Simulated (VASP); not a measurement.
Wanted: the native input for a VASP 6.6.1 run.

```
Task                   : single point
Functional             : r2SCAN
Potentials or basis    : VASP PAW PBE potentials, release 64 (K_sv, Cl)
Cutoff                 : 520 eV
k mesh                 : 8 × 8 × 8
Occupations            : gaussian, width 0.01 eV
Spin                   : no spin polarisation
Dipole correction      : no
Further INCAR settings : ALGO = Normal; EDIFF = 1e-06; NBANDS = 15
```

KCl:

```
K Cl
1.0
     0.00000    3.14485    3.14485
     3.14485    0.00000    3.14485
     3.14485    3.14485    0.00000
K Cl
1 1
Direct
  0.00000 0.00000 0.00000
  0.50000 0.50000 0.50000
```

These files were run (other wordings do the same):

POSCAR

```
KCl
1.0
    0.0000000000      3.1448471098      3.1448471098
    3.1448471098      0.0000000000      3.1448471098
    3.1448471098      3.1448471098      0.0000000000
K Cl
1 1
Direct
    0.0000000000      0.0000000000      0.0000000000
    0.5000000000      0.5000000000      0.5000000000
```

INCAR.step1

```
  ALGO = Normal
  EDIFF = 1E-4
  ENCUT = 520
  GGA = PE
  ISMEAR = 0
  LASPH = True
  LCHARG = False
  LREAL = False
  LWAVE = True
  NBANDS = 15
  NELM = 100
  PREC = Accurate
  SIGMA = 0.01
```

INCAR.step2

```
  ALGO = Normal
  EDIFF = 1E-6
  ENCUT = 520
  ISIF = 2
  ISMEAR = 0
  ISTART = 1
  LASPH = True
  LCHARG = False
  LMIXTAU = True
  LREAL = False
  LWAVE = False
  METAGGA = R2SCAN
  NBANDS = 15
  NELM = 100
  PREC = Accurate
  SIGMA = 0.01
```

KPOINTS

```
k-points
0
Gamma
  8 8 8
```

Potentials or basis: VASP PAW PBE potentials, release 64 (K_sv, Cl).

The run is started by

```console
$ cat potpaw_PBE.64/K_sv/POTCAR potpaw_PBE.64/Cl/POTCAR > POTCAR
$ cp INCAR.step1 INCAR
$ mpirun -np 1 vasp_std > vasp.out
$ cp INCAR.step2 INCAR
$ mpirun -np 1 vasp_std > vasp.out
```

Results of the run:

The pressure is 0.0 GPa and the band gap on the k mesh is 5.84 eV.

Caveat: the PAW data sets were made with another functional, which shifts forces and pressure a little.

It took 49 s on 1 thread of Intel(R) Xeon(R) 6975P-C (Granite Rapids) (shared host), peak memory 0.22 GiB.
